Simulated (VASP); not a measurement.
Wanted: the native input for a VASP 6.6.1 run.

```yaml
Task: single point
Functional: PBE
Potentials_or_basis: VASP PAW PBE potentials, release 64 (Co)
Cutoff: 600 eV
k_mesh: 2 × 4 × 1
Occupations: gaussian, width 0.1 eV
Spin: collinear spin, ferromagnetic start
Starting_moments: "[1.83, 1.83] μB"
Dipole_correction: no
Further_INCAR_settings: ALGO = Normal; EDIFF = 1e-06; NBANDS = 20; ISYM = 0
```

The structure of Co lies in POSCAR:

```
Co
1.0
    2.4719999032      0.0000000000      0.0000000000
   -1.2359999516      2.1408147143      0.0000000000
    0.0000000000      0.0000000000      4.0211440800
Co
2
Direct
    0.3333333333      0.6666666667      0.2500000000
    0.6666666667      0.3333333333      0.7500000000
```

These files were run (other wordings do the same):

INCAR

```
  ALGO = Normal
  EDIFF = 1E-6
  ENCUT = 600
  GGA = PE
  GGA_COMPAT = F
  ISIF = 2
  ISMEAR = 0
  ISPIN = 2
  ISYM = 0
  LASPH = T
  LCHARG = T
  LELF = T
  LMAXMIX = 4
  LORBIT = 11
  LREAL = F
  LVHAR = T
  LWAVE = F
  MAGMOM = 1.83 1.83
  NBANDS = 20
  NELM = 200
  PREC = Accurate
  SIGMA = 0.1
```

KPOINTS

```
k-points
0
Gamma
  2 4 1
```

Potentials or basis: VASP PAW PBE potentials, release 64 (Co).

The run is started by

```sh
$ cat potpaw_PBE.64/Co/POTCAR > POTCAR
$ mpirun -np 1 vasp_std > vasp.out
```

Results of the run:

* Pressure: -1.1 GPa
* Largest force: 0.285 eV/Å
* Net moment: 2.89 μB per cell
* Site moments: Co +1.48 μB
* Valence electrons inside the program's atomic spheres: Co 8.32

Caveat: the k points lie up to 1.56 Å⁻¹ apart.

It took 7.7 s on 1 thread of Intel(R) Xeon(R) 6975P-C (Granite Rapids), with other jobs on the host, peak memory 0.13 GiB.
